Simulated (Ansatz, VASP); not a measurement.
ZnB4 in VASP and in Ansatz

```
Zn B
1.0
     4.86173    0.00000    0.00000
     0.00000    4.86173    0.00000
     0.00000    0.00000    2.07971
Zn B
1 4
Direct
  0.00000 0.00000 0.50000
  0.31965 0.31965 0.50000
  0.68035 0.68035 0.50000
  0.31965 0.68035 0.50000
  0.68035 0.31965 0.50000
```

Alike in both runs: functional PBE; k mesh 6 × 6 × 4; occupations gaussian, width 0.1 eV; no spin polarisation.

Ansatz relaxed the structure, and its values are those at the end. VASP's run is a single point on that final structure, the one shown.

|  | VASP | Ansatz |
| --- | --- | --- |
| version | VASP 6.6.1 | Ansatz 0.2.0 |
| potentials or method | VASP PAW PBE potentials, release 64 (Zn, B), cutoff 520 eV | scalar-relativistic, plane waves, PAW |
| valence electrons in the cell | 24 | 24 |

Ansatz gave:

* gap on the k mesh at the Fermi level (eV): none
* pressure (GPa): -0.1
* rms of the force components (eV/Å): 0.006

Task: Which values does VASP return?

Result: gap on the k mesh at the Fermi level (eV): none; pressure (GPa): 0.2; rms of the force components (eV/Å): 0.008.

A gap of «none» marks a metal or a gap that the smearing closes.

The k mesh is coarse, so the values compare programs but aren't converged.
